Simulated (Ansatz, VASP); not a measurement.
Se: VASP beside Ansatz

Contents of INCAR:

```
SYSTEM = Se
ALGO = Normal ; EDIFF = 1E-7
ENCUT = 520 ; GGA = PS
ISIF = 2 ; ISMEAR = 0
LASPH = .True. ; LCHARG = .False.
LREAL = .False. ; LWAVE = .False.
NBANDS = 9 ; NELM = 60
PREC = Accurate ; SIGMA = 0.05
```

Contents of KPOINTS:

```
k-points
0
Gamma
  18 18 18
  0 0 0
```

POSCAR

```
Se
1.0
   -1.6644361362      1.6644361362      1.6644361362
    1.6644361362     -1.6644361362      1.6644361362
    1.6644361362      1.6644361362     -1.6644361362
Se
1
Direct
    0.0000000000      0.0000000000      0.0000000000
```

Input for Ansatz:

```yaml
crystal:
  lattice:
    - [-1.6644361362, 1.6644361362, 1.6644361362]
    - [1.6644361362, -1.6644361362, 1.6644361362]
    - [1.6644361362, 1.6644361362, -1.6644361362]
  atoms:
    - { symbol: Se, position: [0.0, 0.0, 0.0] }
basis:
  ecutwfc: 420
  ecutrho_ratio: 4
kpoints:
  mp_grid: { grid: [18, 18, 18] }
hamiltonian:
  xc: pbesol
scf:
  occupations: { method: gaussian, width: 0.05 }
output:
  forces: true
  stress: true
  eigenvalues: true
```

Alike in both runs: task single point; functional PBEsol; k mesh 18 × 18 × 18; occupations gaussian, width 0.05 eV; no spin polarisation.

```csv
,VASP,Ansatz
version,VASP 6.6.1,Ansatz 0.2.0
potentials or method,"VASP PAW PBE potentials, release 64 (Se), cutoff 520 eV","scalar-relativistic, plane waves, PAW"
valence electrons in the cell,6,16
```

Ansatz gave:

* gap on the k mesh at the Fermi level (eV): none
* pressure (GPa): 4.0

Question: Which values does VASP return?

Answer: gap on the k mesh at the Fermi level (eV): none; pressure (GPa): 4.1.

VASP's potentials were made for PBE, not for PBEsol. A gap of «none» marks a metal or a gap that the smearing closes. VASP's potentials hold 6 valence electrons a cell and Ansatz's 16, so a difference there can come from the potentials and not from the codes.
